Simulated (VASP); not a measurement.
# NaCl (Fm-3m) in VASP: further runs

NaCl is run at these levels: PBE; tasks: single point.

Program: VASP 6.6.1. These are calculated values, not measurements. Logs are shortened: lines on timing, memory, paths and dates and some standing lists are left out, and cuts for length are marked.

### Step 1. The cell of the first run

The structure is cubic, space group Fm-3m (No. 225). The conventional cell has a = 5.718 Å, b = 5.718 Å, c = 5.718 Å, α = 90.00°, β = 90.00°, γ = 90.00°. Na (site symmetry m-3m) has 6 Cl at 2.86 Å within 3.8 Å. Within 3.8 Å of Cl (site symmetry m-3m) lie 6 Na at 2.86 Å.

### Step 2. Single point, PBE (strain +2.0%)

INCAR reads:

```
SYSTEM = NaCl
PREC = Accurate
ENCUT = 520
EDIFF = 1E-7
ISMEAR = 0
SIGMA = 0.01
LREAL = .FALSE.
LASPH = .TRUE.
NELM = 80
ALGO = Normal
ISIF = 2
LWAVE = .FALSE.
LCHARG = .FALSE.
GGA = PE
NBANDS = 14
```

KPOINTS reads:

```
regular mesh
0
G
  4 4 4
  0 0 0
```

POSCAR reads:

```
NaCl
1.0
    0.0000000000      2.8587528019      2.8587528019
    2.8587528019      0.0000000000      2.8587528019
    2.8587528019      2.8587528019      0.0000000000
Na Cl
1 1
Direct
    0.0000000000      0.0000000000      0.0000000000
    0.5000000000      0.5000000000      0.5000000000
```

Potentials or basis: VASP PAW PBE potentials, release 64 (Na_pv, Cl).

Command:

```console
> cat potpaw_PBE.64/Na_pv/POTCAR potpaw_PBE.64/Cl/POTCAR > POTCAR
> mpirun -np 1 vasp_std > vasp.out
```

OUTCAR:

```text
SYSTEM = NaCl
   PREC = Accurate
   ENCUT = 520
   EDIFF = 1E-7
   ISMEAR = 0
   LREAL = .FALSE.
   LASPH = .TRUE.
   NELM = 80
   ISIF = 2
   GGA = PE

 ion  position               nearest neighbor table
   1  0.000  0.000  0.000-
   2  0.500  0.500  0.500-

  LATTYP: Found a face centered cubic cell.
 ALAT       =     5.7175056038

  Lattice vectors:

 A1 = (   0.0000000000,   2.8587528019,   2.8587528019)
 A2 = (   2.8587528019,   0.0000000000,   2.8587528019)
 A3 = (   2.8587528019,   2.8587528019,   0.0000000000)

Analysis of symmetry for initial positions (statically):
=====================================================================
 Subroutine PRICEL returns:
 Original cell was already a primitive cell.

 Routine SETGRP: Setting up the symmetry group for a
 face centered cubic supercell.

 Subroutine GETGRP returns: Found 48 space group operations
 (whereof 48 operations were pure point group operations)
 out of a pool of 48 trial point group operations.

The static configuration has the point symmetry O_h .

Analysis of symmetry for dynamics (positions and initial velocities):
=====================================================================
 Subroutine PRICEL returns:
 Original cell was already a primitive cell.

 Routine SETGRP: Setting up the symmetry group for a
 face centered cubic supercell.

 Subroutine GETGRP returns: Found 48 space group operations
 (whereof 48 operations were pure point group operations)
 out of a pool of 48 trial point group operations.

The dynamic configuration has the point symmetry O_h .

 Subroutine INISYM returns: Found 48 space group operations
 (whereof 48 operations are pure point group operations),
 and found     1 'primitive' translations

----------------------------------------------------------------------------------------

                                     Primitive cell

  volume of cell :      46.7261

  direct lattice vectors                    reciprocal lattice vectors
     0.000000000  2.858752802  2.858752802    -0.174901446  0.174901446  0.174901446
     2.858752802  0.000000000  2.858752802     0.174901446 -0.174901446  0.174901446
     2.858752802  2.858752802  0.000000000     0.174901446  0.174901446 -0.174901446

  length of vectors
     4.042886984  4.042886984  4.042886984     0.302938192  0.302938192  0.302938192

  position of ions in fractional coordinates (direct lattice)
     0.000000000  0.000000000  0.000000000
     0.500000000  0.500000000  0.500000000

  ion indices of the primitive-cell ions
[... 68 lines left out ...]
   PSTRESS=    0.0 pullay stress
   NELECT =      14.0000    total number of electrons
   NUPDOWN=      -1.0000    fix difference up-down
   EMIN   =  10.00;   EMAX   =-10.00  energy-range for DOS
   EFERMI =   0.00;   METHOD = LEGACY
   ISMEAR =     0;   SIGMA  =   0.01  broadening in eV -4-tet -1-fermi 0-gaus
   EFERMI_NEDOS =   21; number of points for ismear=-14 and -15
   IALGO  =     38    algorithm
   IMIX   =      4    mixing-type and parameters
     AMIX     =   0.40;   BMIX     =  1.00
     AMIX_MAG =   1.60;   BMIX_MAG =  1.00
  volume/ion in A,a.u.               =      23.36       157.66
  Fermi-wavevector in a.u.,A,eV,Ry     =   1.095463  2.070124 16.327514  1.200038
  Thomas-Fermi vector in A             =   2.231787
   LORBIT       =      0    0 simple, 1 ext, 2 COOP (PROOUT), +10 PAW based schemes
   GGA     = PE    functional components
   LHFCALC =     F    Hartree Fock is set to
   AEXX    =    0.0000 exact exchange contribution
   IVDW    =     0    specifies the selected vdW correction
   LEPSILON=     F    determine dielectric tensor
   LRPA    =     F    only Hartree local field effects (RPA)
 non-spin polarized calculation
 Gauss-broadening in eV      SIGMA  =   0.01
  energy-cutoff  :      520.00
  volume of cell :       46.73
 maximum number of plane-waves:      1283
   NGX = 15   NGY = 15   NGZ = 15

 number of electron      13.9999994 magnetization

 Free energy of the ion-electron system (eV)
  ---------------------------------------------------
  ext. energy  EPLUGINS =         0.00000000
  ---------------------------------------------------
  free energy    TOTEN  =        -6.77599884 eV

  energy without entropy =       -6.77599884  energy(sigma->0) =       -6.77599884

 E-fermi :  -0.8190     XC(G=0):  -7.9917

 val. band max:       -0.9592514920   @ k =   0.0000   0.0000   0.0000
 cond. band min:       3.9935483396   @ k =   0.0000   0.0000   0.0000
 fundamental gap:      4.9527998316
 Fermi energy:        -0.8189750142

 k-point     1 :       0.0000    0.0000    0.0000
  band No.  band energies     occupation
      1     -21.8629      2.00000
      2     -21.8629      2.00000
      3     -21.8629      2.00000
      4     -13.5292      2.00000
      5      -0.9593      2.00000
      6      -0.9593      2.00000
      7      -0.9593      2.00000
      8       3.9935      0.00000
      9      10.1148      0.00000
     10      10.1148      0.00000
     11      10.1148      0.00000
     12      12.2230      0.00000
     13      12.2230      0.00000
     14      13.7633      0.00000
[... 105 lines left out ...]
      1     -21.8747      2.00000
      2     -21.8747      2.00000
      3     -21.8713      2.00000
      4     -13.1725      2.00000
      5      -2.0656      2.00000
      6      -2.0656      2.00000
      7      -1.6602      2.00000
      8       7.6941      0.00000
      9       8.6335      0.00000
     10       8.6335      0.00000
     11      10.1892      0.00000
     12      14.4422      0.00000
     13      14.4422      0.00000
     14      15.0359      0.00000

------------------------ aborting loop because EDIFF is reached ----------------------------------------

  FORCE on cell =-STRESS in cart. coord.  units (eV):
  Direction    XX          YY          ZZ          XY          YZ          ZX
  --------------------------------------------------------------------------------------
  -------------------------------------------------------------------------------------
  Total       -0.0803936     -0.0803936     -0.0803936     -0.0000000     -0.0000000      0.0000000
  in kB       -2.7565902     -2.7565902     -2.7565902     -0.0000000     -0.0000000      0.0000000
  external PRESSURE =      -2.7565902 kB  Pullay stress =       0.0000000 kB

 VOLUME and BASIS-vectors are now :
 -----------------------------------------------------------------------------
  energy-cutoff  :      520.00
  volume of cell :       46.73
      direct lattice vectors                 reciprocal lattice vectors
     0.000000000  2.858752802  2.858752802    -0.174901446  0.174901446  0.174901446
     2.858752802  0.000000000  2.858752802     0.174901446 -0.174901446  0.174901446
     2.858752802  2.858752802  0.000000000     0.174901446  0.174901446 -0.174901446

 POSITION                                       TOTAL-FORCE (eV/Angst)
 -----------------------------------------------------------------------------------
      0.00000      0.00000      0.00000         0.000000      0.000000      0.000000
      2.85875      2.85875      2.85875        -0.000000     -0.000000     -0.000000
 -----------------------------------------------------------------------------------
    total drift:                                0.000000      0.000000      0.000000

  FREE ENERGIE OF THE ION-ELECTRON SYSTEM (eV)
  ---------------------------------------------------
  free  energy   TOTEN  =        -6.7759988437 eV

  energy  without entropy=       -6.7759988437  energy(sigma->0) =       -6.77599884
```

stdout:

```text
POSCAR found type information on POSCAR NaCl
 POSCAR found :  2 types and       2 ions
 scaLAPACK will be used
 LDA part: xc-table for (Slater+PW92), standard interpolation
 POSCAR, INCAR and KPOINTS ok, starting setup
 FFT: planning ... GRIDC
 FFT: planning ... GRID_SOFT
 FFT: planning ... GRID
 WAVECAR not read
 entering main loop
```

Run time: 5.4 s. Hardware: 1 thread of Intel Xeon Platinum 8488C (Sapphire Rapids), shared host; peak memory 0.15 GiB.

Results:

```yaml
Free_energy: -6.7760 eV
Pressure: -0.3 GPa
Band_gap_on_the_k_mesh: 4.95 eV
```

Levels at points of the mesh, in eV from the valence-band top:
```tsv
k point	band 3	band 4	band 5	band 6	band 7	band 8	band 9	band 10	band 11	band 12
(0.00, 0.00, 0.00)	-20.90	-12.57	0.00	0.00	0.00	4.95	11.07	11.07	11.07	13.18
(0.50, 0.00, 0.00)	-20.91	-12.27	-1.80	-0.24	-0.24	7.20	10.29	10.87	10.87	14.71
(0.50, 0.50, 0.00)	-20.91	-12.23	-1.55	-0.56	-0.56	7.41	8.11	11.03	14.41	14.41
```

Caveat: the k points lie up to 0.48 Å⁻¹ apart; the cell differs from its parent crystal (strain +2.0%).

### Step 3. Single point, PBE (strain +3.0%)

INCAR reads:

```
SYSTEM = NaCl
PREC     = Accurate       ! precision mode
ENCUT    = 520            ! plane-wave cutoff, eV
EDIFF    = 1E-6           ! SCF threshold, eV
ISMEAR   = 0              ! smearing method
SIGMA    = 0.01           ! smearing width, eV
LREAL    = .FALSE.        ! projectors in reciprocal space
LASPH    = .TRUE.         ! aspherical terms in the spheres
NELM     = 80             ! most SCF steps
ALGO     = Normal         ! electronic algorithm
ISIF     = 2              ! what is computed and relaxed
LWAVE    = .FALSE.        ! write WAVECAR
LCHARG   = .TRUE.         ! write CHGCAR
GGA      = PE             ! functional
LELF     = .TRUE.         ! ELF
LVHAR    = .TRUE.       
NBANDS   = 14             ! bands
```

KPOINTS is that of step 2.

POSCAR reads:

```
NaCl
1.0
    0.0000000000      2.8867797901      2.8867797901
    2.8867797901      0.0000000000      2.8867797901
    2.8867797901      2.8867797901      0.0000000000
Na Cl
1 1
Direct
    0.0000000000      0.0000000000      0.0000000000
    0.5000000000      0.5000000000      0.5000000000
```

Potentials or basis: VASP PAW PBE potentials, release 64 (Na_pv, Cl).

Command:

```console
> cat potpaw_PBE.64/Na_pv/POTCAR potpaw_PBE.64/Cl/POTCAR > POTCAR
> mpirun -np 1 vasp_std > vasp.out
```

OUTCAR:

```text
SYSTEM = NaCl
   PREC = Accurate
   ENCUT = 520
   EDIFF = 1E-6
   ISMEAR = 0
   LREAL = .FALSE.
   LASPH = .TRUE.
   NELM = 80
   ISIF = 2
   GGA = PE

 ion  position               nearest neighbor table
   1  0.000  0.000  0.000-
   2  0.500  0.500  0.500-

  LATTYP: Found a face centered cubic cell.
 ALAT       =     5.7735595802

  Lattice vectors:

 A1 = (   0.0000000000,   2.8867797901,   2.8867797901)
 A2 = (   2.8867797901,   0.0000000000,   2.8867797901)
 A3 = (   2.8867797901,   2.8867797901,   0.0000000000)

Analysis of symmetry for initial positions (statically):
=====================================================================
 Subroutine PRICEL returns:
 Original cell was already a primitive cell.

 Routine SETGRP: Setting up the symmetry group for a
 face centered cubic supercell.

 Subroutine GETGRP returns: Found 48 space group operations
 (whereof 48 operations were pure point group operations)
 out of a pool of 48 trial point group operations.

The static configuration has the point symmetry O_h .

Analysis of symmetry for dynamics (positions and initial velocities):
[... 153 lines left out ...]
      3     -22.0823      2.00000
      4     -13.6264      2.00000
      5      -1.1153      2.00000
      6      -1.1153      2.00000
      7      -1.1153      2.00000
      8       3.7324      0.00000
      9       9.9228      0.00000
     10       9.9228      0.00000
     11       9.9228      0.00000
     12      11.9952      0.00000
     13      11.9952      0.00000
     14      13.4852      0.00000
[... 105 lines left out ...]
      1     -22.0926      2.00000
      2     -22.0926      2.00000
      3     -22.0896      2.00000
      4     -13.2989      2.00000
      5      -2.1686      2.00000
      6      -2.1686      2.00000
      7      -1.7814      2.00000
      8       7.4145      0.00000
      9       8.3948      0.00000
     10       8.3948      0.00000
     11       9.8844      0.00000
     12      14.0709      0.00000
     13      14.0709      0.00000
     14      14.6781      0.00000

------------------------ aborting loop because EDIFF is reached ----------------------------------------

  FORCE on cell =-STRESS in cart. coord.  units (eV):
  Direction    XX          YY          ZZ          XY          YZ          ZX
  --------------------------------------------------------------------------------------
  -------------------------------------------------------------------------------------
  Total       -0.2665700     -0.2665700     -0.2665700      0.0000000      0.0000000      0.0000000
  in kB       -8.8766863     -8.8766863     -8.8766863      0.0000000      0.0000000      0.0000000
  external PRESSURE =      -8.8766863 kB  Pullay stress =       0.0000000 kB

 VOLUME and BASIS-vectors are now :
 -----------------------------------------------------------------------------
  energy-cutoff  :      520.00
  volume of cell :       48.11
      direct lattice vectors                 reciprocal lattice vectors
     0.000000000  2.886779790  2.886779790    -0.173203374  0.173203374  0.173203374
     2.886779790  0.000000000  2.886779790     0.173203374 -0.173203374  0.173203374
     2.886779790  2.886779790  0.000000000     0.173203374  0.173203374 -0.173203374

 POSITION                                       TOTAL-FORCE (eV/Angst)
 -----------------------------------------------------------------------------------
      0.00000      0.00000      0.00000        -0.000000     -0.000000     -0.000000
      2.88678      2.88678      2.88678         0.000000      0.000000      0.000000
 -----------------------------------------------------------------------------------
    total drift:                                0.000000      0.000000      0.000000

  FREE ENERGIE OF THE ION-ELECTRON SYSTEM (eV)
  ---------------------------------------------------
  free  energy   TOTEN  =        -6.7713063388 eV

  energy  without entropy=       -6.7713063388  energy(sigma->0) =       -6.77130634
```

stdout:

```text
POSCAR found type information on POSCAR NaCl
 POSCAR found :  2 types and       2 ions
 scaLAPACK will be used
 LDA part: xc-table for (Slater+PW92), standard interpolation
 POSCAR, INCAR and KPOINTS ok, starting setup
 FFT: planning ... GRIDC
 FFT: planning ... GRID_SOFT
 FFT: planning ... GRID
 WAVECAR not read
 entering main loop
```

It took 5.2 s on 1 thread of Intel Xeon Platinum 8488C (Sapphire Rapids), shared host; peak memory 0.15 GiB.

Results:

```yaml
Free_energy: -6.7713 eV
Pressure: -0.9 GPa
Band_gap_on_the_k_mesh: 4.85 eV
```

Caveat: the k points lie up to 0.47 Å⁻¹ apart; the cell differs from its parent crystal (strain +3.0%).

### Step 4. Single point, PBE (strain +4.0%)

INCAR reads:

```
SYSTEM = NaCl
PREC = Accurate
ENCUT = 520
EDIFF = 1E-6
ISMEAR = 0
SIGMA = 0.01
LREAL = .False.
LASPH = .True.
NELM = 100
ALGO = Normal
ISIF = 2
LWAVE = .False.
LCHARG = .False.
GGA = PE
NBANDS = 14
```

KPOINTS reads:

```
regular mesh
0
Gamma
  4 4 4
  0 0 0
```

POSCAR reads:

```
NaCl
1.0
    0.0000000000      2.9148067784      2.9148067784
    2.9148067784      0.0000000000      2.9148067784
    2.9148067784      2.9148067784      0.0000000000
Na Cl
1 1
Direct
    0.0000000000      0.0000000000      0.0000000000
    0.5000000000      0.5000000000      0.5000000000
```

Command:

```console
> cat potpaw_PBE.64/Na_pv/POTCAR potpaw_PBE.64/Cl/POTCAR > POTCAR
> mpirun -np 1 vasp_std > vasp.out
```

Wall time 4.1 s (1 thread of Intel Xeon Platinum 8488C (Sapphire Rapids), shared host); peak memory 0.16 GiB.

Results (log left out):

* Free energy: -6.7614 eV
* Pressure: -1.4 GPa
* Band gap on the k mesh: 4.75 eV

Levels at points of the mesh, in eV from the valence-band top:
```csv
k point,band 4,band 5,band 6,band 7,band 8,band 9,band 10,band 11
"(0.00, 0.00, 0.00)",-12.46,0.00,0.00,0.00,4.75,11.00,11.00,11.00
"(0.50, 0.00, 0.00)",-12.21,-1.64,-0.21,-0.21,7.09,9.84,10.72,10.72
"(0.50, 0.50, 0.00)",-12.17,-1.41,-0.51,-0.51,7.24,8.13,10.64,13.91
```

Caveat: the k points lie up to 0.47 Å⁻¹ apart; the cell differs from its parent crystal (strain +4.0%).

### Step 5. Overview

| cell | gap on the mesh (eV) | pressure (GPa) |
| --- | --- | --- |
| a = 4.043 Å, angles 60.0°, 2 atoms | 4.95 | -0.3 |
| a = 4.083 Å, angles 60.0°, 2 atoms | 4.85 | -0.9 |
| a = 4.122 Å, angles 60.0°, 2 atoms | 4.75 | -1.4 |

Alike in all rows: task single point; level PBE; potentials or basis VASP PAW PBE potentials, release 64 (Na_pv, Cl); no spin polarisation; k mesh 4 × 4 × 4; cutoff (eV) 520; smearing gaussian 0.01 eV.

Caveats: all runs use coarse meshes.

Absolute energies hang on the potentials; compare differences alone.
